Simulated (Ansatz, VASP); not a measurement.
**One calculation of Au, two programs**

```
Au
1.0
     2.92808    0.00000    0.00000
    -1.46404    2.53579    0.00000
     0.00000    0.00000    4.85068
Au
2
Direct
  0.33333 0.66667 0.25000
  0.66667 0.33333 0.75000
```

Alike in both runs: functional PBE; k mesh 16 × 16 × 9; occupations fermi-dirac, width 0.05 eV; no spin polarisation.

Ansatz relaxed the structure, and its values are those at the end. VASP's run is a single point on that final structure, the one shown.

|  | VASP | Ansatz |
| --- | --- | --- |
| version | VASP 6.6.1 | Ansatz 0.2.0 |
| potentials or method | VASP PAW PBE potentials, release 64 (Au), cutoff 520 eV | all-electron LAPW, scalar-relativistic |

VASP gave:

| Property | Result |
| --- | --- |
| pressure (GPa) | -0.2 |

Q: Which values does Ansatz return?

A: Pressure (GPa): 0.0.

Ansatz ran all-electron here, and VASP with PAW potentials.

Neither program's run includes spin-orbit coupling.
